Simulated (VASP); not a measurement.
A run of VASP 6.6.1 is set up as follows.

Contents of INCAR:

```
ALGO = Normal
DIPOL = 0.5 0.5 0.500
EDIFF = 1E-6
ENCUT = 520
GGA = CA
IDIPOL = 3
ISIF = 2
ISMEAR = 0
LASPH = T
LCHARG = F
LDIPOL = T
LREAL = F
LWAVE = F
NBANDS = 22
NELM = 100
PREC = Accurate
SIGMA = 0.02
```

The input KPOINTS:

```
k-points
0
Gamma
  9 9 1
```

POSCAR

```
Bi
1.0
    3.9450000000      0.0000000000      0.0000000000
   -1.9725000000      3.4164702179      0.0000000000
    0.0000000000      0.0000000000     28.0000000000
Bi
2
Direct
    0.3333333333      0.6666666667      0.5262500000
    0.6666666667      0.3333333333      0.4737500000
```

Potentials or basis: VASP PAW LDA potentials, release 64 (Bi_d).

Run with:

```sh
$ cat potpaw_LDA.64/Bi_d/POTCAR > POTCAR
$ mpirun -np 1 vasp_std > vasp.out
```

Q: What does it give for the band gap on the k mesh?

A: 0.91 eV.

Q: Estimate the largest force.

A: 4.351 eV/Å.

Forces on the atoms (eV/Å):
```
Bi   0.000  0.000  4.351
Bi   0.000  0.000 -4.351
```

Caveat: spin-orbit coupling is left out, which moves the levels of the heavy elements.
